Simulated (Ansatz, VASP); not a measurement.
Cd in VASP and in Ansatz

Contents of INCAR:

```
SYSTEM = Cd
PREC = Accurate ; ENCUT = 520
EDIFF = 1E-6 ; ISMEAR = -1
SIGMA = 0.08 ; LREAL = .False.
LASPH = .True. ; NELM = 60
ALGO = Normal ; ISIF = 2
LWAVE = .False. ; LCHARG = .False.
GGA = PE ; NBANDS = 19
```

KPOINTS

```
Automatic mesh
0
Gamma
  15 15 8
  0 0 0
```

The input POSCAR:

```
Cd
1.0
    2.7522924216      0.0000000000      0.0000000000
   -1.3761462108      2.3835551558      0.0000000000
    0.0000000000      0.0000000000      4.4883765905
Cd
2
Direct
    0.3333333333      0.6666666667      0.2500000000
    0.6666666667      0.3333333333      0.7500000000
```

Input for Ansatz:

```yaml
crystal:
  lattice:
    - [2.7522924216, 0.0, 0.0]
    - [-1.3761462108, 2.3835551558, 0.0]
    - [0.0, 0.0, 4.4883765905]
  atoms:
    - { symbol: Cd, position: [0.3333333333, 0.6666666667, 0.25] }
    - { symbol: Cd, position: [0.6666666667, 0.3333333333, 0.75] }
kpoints:
  mp_grid: { grid: [15, 15, 8] }
scf:
  occupations: { method: fermi_dirac, width: 0.08 }
hamiltonian:
  xc: pbe
  pseudopotentials: { kind: all_electron, lapw: { basis_error: 0.001 } }
output:
  forces: true
  stress: true
  eigenvalues: true
  populations: true
```

Change from the starting cell: volume scaled by 0.65, LAPW.

Alike in both runs: task single point; functional PBE; k mesh 15 × 15 × 8; occupations fermi-dirac, width 0.08 eV; no spin polarisation.

|  | VASP | Ansatz |
| --- | --- | --- |
| version | VASP 6.6.1 | Ansatz 0.2.0 |
| potentials or method | VASP PAW PBE potentials, release 64 (Cd), cutoff 520 eV | all-electron LAPW, scalar-relativistic |

|  | VASP | Ansatz | Ansatz less VASP |
| --- | --- | --- | --- |
| pressure (GPa) | 65.5 | 63.4 | -2.16 |

Both programs put the cell under a high pressure, so it lies far from rest at this level. Ansatz ran all-electron here, and VASP with PAW potentials.

Noted on VASP's run: the cell as given lies far from equilibrium.
